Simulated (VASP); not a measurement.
Input of a VASP 6.6.1 run:

File INCAR:

```
SYSTEM = Zr3SnSe
ALGO = Normal
EDIFF = 1E-6
ENCUT = 520
GGA = PE
ISIF = 2
ISMEAR = 0
ISPIN = 2
LASPH = .True.
LCHARG = .False.
LMAXMIX = 4
LORBIT = 11
LREAL = .False.
LWAVE = .False.
MAGMOM = 0.46 0.46 0.46 0 0
NBANDS = 40
NELM = 150
PREC = Accurate
SIGMA = 0.1
```

The input KPOINTS:

```
k-points
0
Gamma
  8 8 8
  0 0 0
```

POSCAR

```
Zr3SnSe
1.0
    5.3146346832      0.0000000000      0.0000000000
    0.0000000000      5.3146346832      0.0000000000
    0.0000000000      0.0000000000      5.3146346832
Zr Sn Se
3 1 1
Direct
    0.5000000000      0.0000000000      0.0000000000
    0.0000000000      0.5000000000      0.0000000000
    0.0000000000      0.0000000000      0.5000000000
    0.0000000000      0.0000000000      0.0000000000
    0.5000000000      0.5000000000      0.5000000000
```

Potentials or basis: VASP PAW PBE potentials, release 64 (Zr_sv, Sn_d, Se).

Launch:

```sh
$ cat potpaw_PBE.64/Zr_sv/POTCAR potpaw_PBE.64/Sn_d/POTCAR potpaw_PBE.64/Se/POTCAR > POTCAR
$ mpirun -np 1 vasp_std > vasp.out
```

Q: Estimate the pressure.

A: 0.0 GPa.

Q: What does it give for the band gap on the k mesh?

A: Zero (filled and empty bands overlap).

Q: Predict the net moment.

A: 0.00 μB per cell.

Caveat: spin-orbit coupling is left out, which moves the levels of the heavy elements.
